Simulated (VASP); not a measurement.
A run of VASP 6.6.1:

File INCAR:

```
SYSTEM = LiBe4
PREC = Accurate
ENCUT = 750
EDIFF = 1E-6
ISMEAR = 0
SIGMA = 0.2
LREAL = .False.
LASPH = .True.
NELM = 120
ALGO = Normal
ISIF = 2
LWAVE = .False.
LCHARG = .False.
GGA = PE
NBANDS = 14
GGA_COMPAT = .False.
```

The input KPOINTS:

```
Automatic mesh
0
Gamma
  6 5 3
  0 0 0
```

Contents of POSCAR:

```
LiBe4
1.0
    2.1182246595      0.0000000000      0.0000000000
    0.0000000000      4.0118295233      0.0000000000
    0.0000000000      0.0000000000      6.0943729456
Li Be
1 4
Direct
    0.0000000000      0.5000000000      0.5000000000
    0.0000000000      0.0000000000      0.3308883540
    0.0000000000      0.0000000000      0.6691116460
    0.5000000000      0.5000000000      0.0000000000
    0.0000000000      0.0000000000      0.0000000000
```

Potentials or basis: VASP PAW PBE potentials, release 64 (Li_sv, Be).

The run is started by

```bash
$ cat potpaw_PBE.64/Li_sv/POTCAR potpaw_PBE.64/Be/POTCAR > POTCAR
$ mpirun -np 1 vasp_std > vasp.out
```

Hardware: 1 thread of Intel Xeon 8259CL (shared host).

Question: Estimate the wall time of this run.

Answer: Run time: 33 s on 1 thread of Intel Xeon 8259CL, with other jobs on the host, peak memory 0.19 GiB. Counts: scf iterations 11, k points 24.
